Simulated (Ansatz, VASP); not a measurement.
CdHg3Se4: VASP beside Ansatz

```
Cd Hg Se
1.0
    -4.42098    0.00000    0.00000
     0.00000    4.41643    6.23479
     0.00000    4.41643   -6.23479
Cd Hg Se
1 3 4
Direct
  0.50000 0.49939 0.50061
  0.00000 0.49965 0.99971
  0.00000 0.00029 0.50035
  0.50000 0.00042 0.99958
  0.00000 0.87524 0.12476
  0.00000 0.37646 0.62354
  0.50000 0.37581 0.12726
  0.50000 0.87274 0.62419
```

Alike in both runs: task single point; functional PBE; k mesh 6 × 4 × 4; occupations gaussian, width 0.2 eV; no spin polarisation.

```csv
,VASP,Ansatz
version,VASP 6.6.1,Ansatz 0.2.0
potentials or method,"VASP PAW PBE potentials, release 64 (Cd, Hg, Se), cutoff 520 eV","scalar-relativistic, plane waves, PAW"
valence electrons in the cell,72,144
```

```csv
,VASP,Ansatz,Ansatz less VASP
pressure (GPa),0.2,0.0,-0.20
```

The functional is the same, so the differences come from potentials, cutoffs and numerics. VASP's potentials hold 72 valence electrons a cell and Ansatz's 144, so a difference there can come from the potentials and not from the codes.

Neither program's run includes spin-orbit coupling.
